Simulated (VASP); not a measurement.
Here is a VASP 6.6.1 calculation.

File INCAR:

```
PREC     = Accurate       # precision mode
ENCUT    = 600            # plane-wave cutoff, eV
EDIFF    = 1E-6           # SCF threshold, eV
ISMEAR   = -1             # smearing method
SIGMA    = 0.05           # smearing width, eV
LREAL    = F              # projectors in reciprocal space
LASPH    = T              # aspherical terms in the spheres
NELM     = 150            # most SCF steps
ALGO     = Normal         # electronic algorithm
ISIF     = 3              # what is computed and relaxed
LWAVE    = F              # write WAVECAR
LCHARG   = F              # write CHGCAR
LMAXMIX  = 4              # l up to which the mixer works
LDAU     = T              # DFT+U
LDAUTYPE = 2            
LDAUL    = 2 -1           # shell
LDAUU    = 6 0            # U, eV
LDAUJ    = 0 0          
LDAUPRINT= 1            
GGA      = PS             # functional
IBRION   = 2              # ionic algorithm
NSW      = 60             # ionic steps
EDIFFG   = -0.01          # ionic threshold
```

Contents of KPOINTS:

```
Automatic mesh
0
Gamma
  6 6 9
```

The input POSCAR:

```
TiO2
1.0
    4.5998373239      0.0000000000      0.0000000000
    0.0000000000      4.5998373239      0.0000000000
    0.0000000000      0.0000000000      2.9592135600
Ti O
2 4
Direct
    0.0000000000      0.0000000000      0.5000000000
    0.5000000000      0.5000000000      0.0000000000
    0.3043213200      0.3043213200      0.5000000000
    0.1956786800      0.8043213200      0.0000000000
    0.8043213200      0.1956786800      0.0000000000
    0.6956786800      0.6956786800      0.5000000000
```

Potentials or basis: VASP PAW PBE potentials, release 64 (Ti_sv, O).

Command:

```bash
$ cat potpaw_PBE.64/Ti_sv/POTCAR potpaw_PBE.64/O/POTCAR > POTCAR
$ mpirun -np 1 vasp_std > vasp.out
```

(1) What does it give for the space group after relaxing (to 0.1 Å)?

(2) Estimate the band gap on the k mesh.

Answers

(1) P4_2/mnm (No. 136).

(2) 2.51 eV (least direct gap 2.53 eV).
